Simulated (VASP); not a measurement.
# Si (Fd-3m) in VASP: a series of runs, part 2 of 2

VASP 6.6.1.

### Step 3. Single point, revPBE (volume scaled by 0.88)

INCAR

```
SYSTEM = Si
PREC = Accurate
ENCUT = 520
EDIFF = 1E-7
ISMEAR = -1
SIGMA = 0.05
LREAL = .FALSE.
LASPH = .TRUE.
NELM = 60
ALGO = Normal
ISIF = 2
LWAVE = .FALSE.
LCHARG = .FALSE.
GGA = RE
NBANDS = 11
```

KPOINTS

```
regular mesh
0
G
  9 9 9
  0 0 0
```

POSCAR

```
Si
1.0
    0.0000000000      2.6329297736      2.6329297736
    2.6329297736      0.0000000000      2.6329297736
    2.6329297736      2.6329297736      0.0000000000
Si
2
Direct
    0.5000000000      0.5000000000      0.5000000000
    0.7500000000      0.7500000000      0.7500000000
```

Potentials or basis: VASP PAW PBE potentials, release 64 (Si).

The run is started by

```sh
$ cat potpaw_PBE.64/Si/POTCAR > POTCAR
$ mpirun -np 1 vasp_std > vasp.out
```

OUTCAR:

```text
SYSTEM = Si
   PREC = Accurate
   ENCUT = 520
   EDIFF = 1E-7
   ISMEAR = -1
   LREAL = .FALSE.
   LASPH = .TRUE.
   NELM = 60
   ISIF = 2
   GGA = RE

 ion  position               nearest neighbor table
   1  0.500  0.500  0.500-   2 2.28   2 2.28   2 2.28   2 2.28
   2  0.750  0.750  0.750-   1 2.28   1 2.28   1 2.28   1 2.28

  LATTYP: Found a face centered cubic cell.
 ALAT       =     5.2658595472

  Lattice vectors:

 A1 = (   0.0000000000,   2.6329297736,   2.6329297736)
 A2 = (   2.6329297736,   0.0000000000,   2.6329297736)
 A3 = (   2.6329297736,   2.6329297736,   0.0000000000)

Analysis of symmetry for initial positions (statically):
=====================================================================
 Subroutine PRICEL returns:
 Original cell was already a primitive cell.

 Routine SETGRP: Setting up the symmetry group for a
 face centered cubic supercell.

 Subroutine GETGRP returns: Found 48 space group operations
 (whereof 24 operations were pure point group operations)
 out of a pool of 48 trial point group operations.

The static configuration has the point symmetry T_d .
 The point group associated with its full space group is O_h .

Analysis of symmetry for dynamics (positions and initial velocities):
=====================================================================
 Subroutine PRICEL returns:
 Original cell was already a primitive cell.

 Routine SETGRP: Setting up the symmetry group for a
 face centered cubic supercell.

 Subroutine GETGRP returns: Found 48 space group operations
 (whereof 24 operations were pure point group operations)
 out of a pool of 48 trial point group operations.

The dynamic configuration has the point symmetry T_d .
 The point group associated with its full space group is O_h .

 Subroutine INISYM returns: Found 48 space group operations
 (whereof 24 operations are pure point group operations),
 and found     1 'primitive' translations

[... 114 lines left out ...]
     AMIX_MAG =   1.60;   BMIX_MAG =  1.00
  volume/ion in A,a.u.               =      18.25       123.17
  Fermi-wavevector in a.u.,A,eV,Ry     =   0.987012  1.865181 13.254683  0.974192
  Thomas-Fermi vector in A             =   2.118434
   LORBIT       =      0    0 simple, 1 ext, 2 COOP (PROOUT), +10 PAW based schemes
   GGA     = RE    functional components
   LHFCALC =     F    Hartree Fock is set to
   AEXX    =    0.0000 exact exchange contribution
   IVDW    =     0    specifies the selected vdW correction
   LEPSILON=     F    determine dielectric tensor
   LRPA    =     F    only Hartree local field effects (RPA)
 non-spin polarized calculation
  energy-cutoff  :      520.00
  volume of cell :       36.50
 maximum number of plane-waves:      1002
   NGX = 13   NGY = 13   NGZ = 13

 number of electron       7.9999999 magnetization

 Free energy of the ion-electron system (eV)
  ---------------------------------------------------
  ext. energy  EPLUGINS =         0.00000000
  ---------------------------------------------------
  free energy    TOTEN  =       -10.23846896 eV

  energy without entropy =      -10.23837259  energy(sigma->0) =      -10.23842077

 E-fermi :   7.0510     XC(G=0):  -9.7217

 val. band max:        6.8559038459   @ k =   0.0000   0.0000   0.0000
 cond. band min:       7.2800635994   @ k =   0.4444   0.4444   0.0000
 fundamental gap:      0.4241597534
 Fermi energy:         7.0509818296

 k-point     1 :       0.0000    0.0000    0.0000
  band No.  band energies     occupation
      1      -5.7495      2.00000
      2       6.8559      1.96038
      3       6.8559      1.96038
      4       6.8559      1.96038
      5       9.4546      0.00000
      6       9.4546      0.00000
      7       9.4546      0.00000
      8      11.4256      0.00000
      9      14.5697      0.00000
     10      14.5697      0.00000
     11      15.3223      0.00000
[... 309 lines left out ...]
 k-point    24 :       0.4444    0.4444    0.0000
  band No.  band energies     occupation
      1      -2.1541      2.00000
      2      -0.2936      2.00000
      3       3.8107      2.00000
      4       3.8107      2.00000
      5       7.2801      0.02027
      6       7.6649      0.00001
      7      16.7794      0.00000
      8      16.7794      0.00000
      9      18.6238      0.00000
     10      19.1426      0.00000
     11      19.1426      0.00000

 [... further k-points ...]
[... 5 lines left out ...]
  --------------------------------------------------------------------------------------
  -------------------------------------------------------------------------------------
  Total        3.2068877      3.2068877      3.2068877      0.0000000      0.0000000     -0.0000000
  in kB      140.7493849    140.7493849    140.7493849      0.0000000      0.0000000     -0.0000000
  external PRESSURE =     140.7493849 kB  Pullay stress =       0.0000000 kB

 VOLUME and BASIS-vectors are now :
 -----------------------------------------------------------------------------
  energy-cutoff  :      520.00
  volume of cell :       36.50
      direct lattice vectors                 reciprocal lattice vectors
     0.000000000  2.632929774  2.632929774    -0.189902520  0.189902520  0.189902520
     2.632929774  0.000000000  2.632929774     0.189902520 -0.189902520  0.189902520
     2.632929774  2.632929774  0.000000000     0.189902520  0.189902520 -0.189902520

 POSITION                                       TOTAL-FORCE (eV/Angst)
 -----------------------------------------------------------------------------------
      2.63293      2.63293      2.63293         0.000000     -0.000000     -0.000000
      3.94939      3.94939      3.94939        -0.000000      0.000000      0.000000
 -----------------------------------------------------------------------------------
    total drift:                                0.000000      0.000000     -0.000000

  FREE ENERGIE OF THE ION-ELECTRON SYSTEM (eV)
  ---------------------------------------------------
  free  energy   TOTEN  =       -10.2384689552 eV

  energy  without entropy=      -10.2383725937  energy(sigma->0) =      -10.23842077
```

OSZICAR:

```text
N       E                     dE             d eps       ncg     rms          rms(c)
DAV:   1     0.955093745617E+01    0.95509E+01   -0.31433E+03   770   0.582E+02
DAV:   2    -0.984242280952E+01   -0.19393E+02   -0.18523E+02   999   0.886E+01
DAV:   3    -0.104416846005E+02   -0.59926E+00   -0.59588E+00   980   0.137E+01
DAV:   4    -0.104459374023E+02   -0.42528E-02   -0.42524E-02   914   0.140E+00
DAV:   5    -0.104459733959E+02   -0.35994E-04   -0.35992E-04   991   0.124E-01    0.626E+00
DAV:   6    -0.102985241005E+02    0.14745E+00   -0.88111E-02   869   0.125E+00    0.385E+00
DAV:   7    -0.102363721979E+02    0.62152E-01   -0.16316E-01   873   0.185E+00    0.234E-01
DAV:   8    -0.102380107968E+02   -0.16386E-02   -0.70950E-03   878   0.467E-01    0.104E-01
DAV:   9    -0.102384302206E+02   -0.41942E-03   -0.49574E-04   907   0.130E-01    0.721E-02
DAV:  10    -0.102384627588E+02   -0.32538E-04   -0.25497E-05   908   0.320E-02    0.119E-02
DAV:  11    -0.102384688770E+02   -0.61182E-05   -0.11202E-05   910   0.189E-02    0.621E-03
DAV:  12    -0.102384689552E+02   -0.78214E-07   -0.53366E-07   900   0.529E-03
   1 F= -.10238469E+02 E0= -.10238421E+02  d E =-.963615E-04
```

Wall time 5.4 s (1 thread of Intel Xeon 6975P-C (Granite Rapids), shared host); peak memory 0.15 GiB.

What came out:

```yaml
Free_energy: -10.2385 eV
Pressure: 14.1 GPa
Band_gap_on_the_k_mesh: 0.42 eV, indirect (least direct gap 2.60 eV)
```

Levels at points of the mesh, in eV from the valence-band top:
| k point | band 1 | band 2 | band 3 | band 4 | band 5 | band 6 | band 7 | band 8 |
| --- | --- | --- | --- | --- | --- | --- | --- | --- |
| (0.00, 0.00, 0.00) | -12.61 | 0.00 | 0.00 | 0.00 | 2.60 | 2.60 | 2.60 | 4.57 |

Caveat: the PAW data sets were made with another functional, which shifts forces and pressure a little. A k mesh can miss the band edges.

### Step 4. Single point, revPBE (volume scaled by 0.92)

INCAR

```
SYSTEM = Si
ALGO = Normal
EDIFF = 1E-6
ENCUT = 520
GGA = RE
ISIF = 2
ISMEAR = -1
LASPH = .TRUE.
LCHARG = .FALSE.
LREAL = .FALSE.
LWAVE = .FALSE.
NBANDS = 11
NELM = 60
PREC = Accurate
SIGMA = 0.05
```

KPOINTS

```
k-points
0
G
  9 9 9
  0 0 0
```

POSCAR

```
Si
1.0
    0.0000000000      2.6722330273      2.6722330273
    2.6722330273      0.0000000000      2.6722330273
    2.6722330273      2.6722330273      0.0000000000
Si
2
Direct
    0.5000000000      0.5000000000      0.5000000000
    0.7500000000      0.7500000000      0.7500000000
```

The run is started by

```sh
$ cat potpaw_PBE.64/Si/POTCAR > POTCAR
$ mpirun -np 1 vasp_std > vasp.out
```

Wall time 5.5 s (1 thread of Intel Xeon 6975P-C (Granite Rapids), shared host); peak memory 0.15 GiB.

Results (log left out):

- Free energy: -10.3532 eV
- Pressure: 8.3 GPa
- Band gap on the k mesh: 0.52 eV, indirect (least direct gap 2.59 eV)

Levels at points of the mesh, in eV from the valence-band top:
| k point | band 1 | band 2 | band 3 | band 4 | band 5 | band 6 | band 7 | band 8 | band 9 |
| --- | --- | --- | --- | --- | --- | --- | --- | --- | --- |
| (0.00, 0.00, 0.00) | -12.28 | 0.00 | 0.00 | 0.00 | 2.59 | 2.59 | 2.59 | 4.03 | 7.70 |

Caveat: the PAW data sets were made with another functional, which shifts forces and pressure a little.

### Step 5. Single point, revPBE (volume scaled by 0.96)

INCAR

```
ALGO     = Normal         # electronic algorithm
EDIFF    = 1E-6           # SCF threshold, eV
ENCUT    = 520            # plane-wave cutoff, eV
GGA      = RE             # functional
ISIF     = 2              # what is computed and relaxed
ISMEAR   = -1             # smearing method
LASPH    = True           # aspherical terms in the spheres
LCHARG   = False          # write CHGCAR
LREAL    = False          # projectors in reciprocal space
LWAVE    = False          # write WAVECAR
NBANDS   = 11             # bands
NELM     = 80             # most SCF steps
PREC     = Accurate       # precision mode
SIGMA    = 0.05           # smearing width, eV
```

KPOINTS

```
k-points
0
Gamma
  9 9 9
```

POSCAR

```
Si
1.0
    0.0000000000      2.7104129432      2.7104129432
    2.7104129432      0.0000000000      2.7104129432
    2.7104129432      2.7104129432      0.0000000000
Si
2
Direct
    0.5000000000      0.5000000000      0.5000000000
    0.7500000000      0.7500000000      0.7500000000
```

The run is started by

```sh
$ cat potpaw_PBE.64/Si/POTCAR > POTCAR
$ mpirun -np 1 vasp_std > vasp.out
```

It took 6.9 s on 1 thread of Intel Xeon 6975P-C (Granite Rapids), shared host; peak memory 0.16 GiB.

Results (log left out):

- Free energy: -10.4136 eV
- Pressure: 3.6 GPa
- Band gap on the k mesh: 0.61 eV, indirect (least direct gap 2.57 eV)

Levels at points of the mesh, in eV from the valence-band top:
```tsv
k point	band 2	band 3	band 4	band 5	band 6	band 7
(0.00, 0.00, 0.00)	0.00	0.00	0.00	2.57	2.57	2.57
```

Caveat: the PAW data sets were made with another functional, which shifts forces and pressure a little. A k mesh can miss the band edges.

### Step 6. Single point, revPBE

INCAR

```
  PREC = Accurate
  ENCUT = 520
  EDIFF = 1E-6
  ISMEAR = -1
  SIGMA = 0.05
  LREAL = False
  LASPH = True
  NELM = 60
  ALGO = Normal
  ISIF = 2
  LWAVE = False
  LCHARG = False
  GGA = RE
  NBANDS = 11
```

KPOINTS

```
regular mesh
0
Gamma
  9 9 9
```

POSCAR

```
Si
1.0
    0.0000000000      2.7475465020      2.7475465020
    2.7475465020      0.0000000000      2.7475465020
    2.7475465020      2.7475465020      0.0000000000
Si
2
Direct
    0.5000000000      0.5000000000      0.5000000000
    0.7500000000      0.7500000000      0.7500000000
```

Potentials or basis: VASP PAW PBE potentials, release 64 (Si).

The run is started by

```sh
$ cat potpaw_PBE.64/Si/POTCAR > POTCAR
$ mpirun -np 1 vasp_std > vasp.out
```

OUTCAR:

```text
PREC = Accurate
   ENCUT = 520
   EDIFF = 1E-6
   ISMEAR = -1
   LREAL = False
   LASPH = True
   NELM = 60
   ISIF = 2
   GGA = RE

 ion  position               nearest neighbor table
   1  0.500  0.500  0.500-   2 2.38   2 2.38   2 2.38   2 2.38
   2  0.750  0.750  0.750-   1 2.38   1 2.38   1 2.38   1 2.38

  LATTYP: Found a face centered cubic cell.
 ALAT       =     5.4950930040

  Lattice vectors:

 A1 = (   0.0000000000,   2.7475465020,   2.7475465020)
 A2 = (   2.7475465020,   0.0000000000,   2.7475465020)
 A3 = (   2.7475465020,   2.7475465020,   0.0000000000)
[... 514 lines left out ...]
      7      14.6719      0.00000
      8      14.6719      0.00000
      9      16.8966      0.00000
     10      17.0840      0.00000
     11      17.0842      0.00000

 [... further k-points ...]
[... 5 lines left out ...]
  --------------------------------------------------------------------------------------
  -------------------------------------------------------------------------------------
  Total       -0.0633795     -0.0633795     -0.0633795      0.0000000      0.0000000     -0.0000000
  in kB       -2.4479025     -2.4479025     -2.4479025      0.0000000      0.0000000     -0.0000000
  external PRESSURE =      -2.4479025 kB  Pullay stress =       0.0000000 kB

 VOLUME and BASIS-vectors are now :
 -----------------------------------------------------------------------------
  energy-cutoff  :      520.00
  volume of cell :       41.48
      direct lattice vectors                 reciprocal lattice vectors
     0.000000000  2.747546502  2.747546502    -0.181980541  0.181980541  0.181980541
     2.747546502  0.000000000  2.747546502     0.181980541 -0.181980541  0.181980541
     2.747546502  2.747546502  0.000000000     0.181980541  0.181980541 -0.181980541

 POSITION                                       TOTAL-FORCE (eV/Angst)
 -----------------------------------------------------------------------------------
      2.74755      2.74755      2.74755        -0.000000     -0.000000     -0.000000
      4.12132      4.12132      4.12132         0.000000      0.000000      0.000000
 -----------------------------------------------------------------------------------
    total drift:                                0.000000     -0.000000     -0.000000

  FREE ENERGIE OF THE ION-ELECTRON SYSTEM (eV)
  ---------------------------------------------------
  free  energy   TOTEN  =       -10.4301648640 eV

  energy  without entropy=      -10.4301543228  energy(sigma->0) =      -10.43015959
```

stdout:

```text
POSCAR found type information on POSCAR Si
 POSCAR found :  1 types and       2 ions
 scaLAPACK will be used
 -----------------------------------------------------------------------------
|                                                                             |
|                                                                             |
|     You enforced a specific xc type in the INCAR file but a different       |
|     I HOPE YOU KNOW WHAT YOU ARE DOING!                                     |
|                                                                             |
 -----------------------------------------------------------------------------

 LDA part: xc-table for (Slater+PW92), standard interpolation
 POSCAR, INCAR and KPOINTS ok, starting setup
 FFT: planning ... GRIDC
 FFT: planning ... GRID_SOFT
 FFT: planning ... GRID
 WAVECAR not read
 entering main loop
```

Run time: 6.9 s. Hardware: 1 thread of Intel Xeon 6975P-C (Granite Rapids), shared host; peak memory 0.16 GiB.

Results:

| Item | Value |
| --- | --- |
| Free energy | -10.4302 eV |
| Pressure | -0.2 GPa |
| Band gap on the k mesh | 0.69 eV, indirect (least direct gap 2.55 eV) |

Levels at points of the mesh, in eV from the valence-band top:
```
           k point  band 1  band 2  band 3  band 4  band 5  band 6  band 7  band 8  band 9
(0.00, 0.00, 0.00)  -11.70    0.00    0.00    0.00    2.55    2.55    2.55    3.06    7.66
```

Caveat: the PAW data sets were made with another functional, which shifts forces and pressure a little.

### Step 7. Summary

```csv
cell,k mesh,gap on the mesh (eV),pressure (GPa)
"a = 3.886 Å, angles 60.0°, 2 atoms",6 × 6 × 6,0.82,-0.2
"a = 3.724 Å, angles 60.0°, 2 atoms",9 × 9 × 9,0.42,14.1
"a = 3.779 Å, angles 60.0°, 2 atoms",9 × 9 × 9,0.52,8.3
"a = 3.833 Å, angles 60.0°, 2 atoms",9 × 9 × 9,0.61,3.6
"a = 3.886 Å, angles 60.0°, 2 atoms",9 × 9 × 9,0.69,-0.2
```

Alike in all rows: task single point; level revPBE; potentials or basis VASP PAW PBE potentials, release 64 (Si); no spin polarisation; cutoff (eV) 520; smearing fermi-dirac 0.05 eV.

Caveats: the PAW data sets were made with another functional, which shifts forces and pressure a little.

Absolute energies hang on the potentials; compare differences alone.
